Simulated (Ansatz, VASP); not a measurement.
Two plane-wave programs on TiSn3O8

File INCAR:

```
SYSTEM = TiSn3O8
PREC     = Accurate       ! precision mode
ENCUT    = 520            ! plane-wave cutoff, eV
EDIFF    = 1E-7           ! SCF threshold, eV
ISMEAR   = 0              ! smearing method
SIGMA    = 0.1            ! smearing width, eV
LREAL    = .False.        ! projectors in reciprocal space
LASPH    = .True.         ! aspherical terms in the spheres
NELM     = 150            ! most SCF steps
ALGO     = Normal         ! electronic algorithm
ISIF     = 2              ! what is computed and relaxed
LWAVE    = .False.        ! write WAVECAR
LCHARG   = .False.        ! write CHGCAR
ISPIN    = 2              ! spin polarisation
MAGMOM   = 1 0 0 0 0 0 0 0 0 0 0 0 ! initial moments
LORBIT   = 11             ! projections on sites
LMAXMIX  = 4              ! l up to which the mixer works
GGA      = PE             ! functional
NBANDS   = 67             ! bands
```

The input KPOINTS:

```
regular mesh
0
Gamma
  4 4 4
  0 0 0
```

The input POSCAR:

```
TiSn3O8
1.0
   -3.2852450500      3.6071438900      3.6071438900
    3.2852450500     -3.6071438900      3.6071438900
    3.2852450500      3.6071438900     -3.6071438900
Ti Sn O
1 3 8
Direct
    0.0000000000      0.0000000000      0.0000000000
    0.0000000000      0.5000000000      0.5000000000
    0.5000000000      0.2500000000      0.7500000000
    0.5000000000      0.7500000000      0.2500000000
    0.6950399900      0.0000000000      0.6950399900
    0.6950399900      0.5000000000      0.1950399900
    0.1950399900      0.9450399900      0.7500000000
    0.1950399900      0.4450399900      0.2500000000
    0.3049600100      0.0000000000      0.3049600100
    0.3049600100      0.5000000000      0.8049600100
    0.8049600100      0.5549600100      0.7500000000
    0.8049600100      0.0549600100      0.2500000000
```

Input for Ansatz:

```yaml
crystal:
  lattice:
    - [-3.28524505, 3.60714389, 3.60714389]
    - [3.28524505, -3.60714389, 3.60714389]
    - [3.28524505, 3.60714389, -3.60714389]
  atoms:
    - { symbol: Ti, position: [0.0, 0.0, 0.0], spin: 1.0 }
    - { symbol: Sn, position: [0.0, 0.5, 0.5] }
    - { symbol: Sn, position: [0.5, 0.25, 0.75] }
    - { symbol: Sn, position: [0.5, 0.75, 0.25] }
    - { symbol: O, position: [0.69503999, 0.0, 0.69503999] }
    - { symbol: O, position: [0.69503999, 0.5, 0.19503999] }
    - { symbol: O, position: [0.19503999, 0.94503999, 0.75] }
    - { symbol: O, position: [0.19503999, 0.44503999, 0.25] }
    - { symbol: O, position: [0.30496001, 0.0, 0.30496001] }
    - { symbol: O, position: [0.30496001, 0.5, 0.80496001] }
    - { symbol: O, position: [0.80496001, 0.55496001, 0.75] }
    - { symbol: O, position: [0.80496001, 0.05496001, 0.25] }
basis:
  ecutwfc: 420
kpoints:
  mp_grid: { grid: [4, 4, 4] }
hamiltonian:
  xc: pbe
scf:
  occupations: { method: gaussian, width: 0.1 }
  lower_state_search: "off"
output:
  forces: true
  stress: true
  eigenvalues: true
  populations: true
magnetization:
  spin_polarized: true
```

Alike in both runs: task single point; functional PBE; k mesh 4 × 4 × 4; occupations gaussian, width 0.1 eV; collinear spin.

|  | VASP | Ansatz |
| --- | --- | --- |
| version | VASP 6.6.1 | Ansatz 0.2.0 |
| potentials or method | VASP PAW PBE potentials, release 64 (Ti_sv, Sn_d, O), cutoff 520 eV | scalar-relativistic, plane waves, PAW |
| valence electrons in the cell | 102 | 102 |

```tsv
	VASP	Ansatz	Ansatz less VASP
gap on the k mesh at the Fermi level (eV)	0.53	0.54	+0.011
least direct gap on the mesh (eV)	0.53	0.54	+0.011
pressure (GPa)	-20.1	-20.4	-0.33
traceless stress, the component that is largest in VASP (GPa)	-0.78	-0.93	-0.147
rms of the force components (eV/Å)	0.558	0.560	+0.0028
net moment per atom (μB)	0.00	0.00	0.000
```

Atom by atom the forces differ by 0.010 eV/Å (rms over components). With one functional, cell and mesh, what is left measures potentials, basis and numerics. Ansatz's warnings: seeded moment not kept.
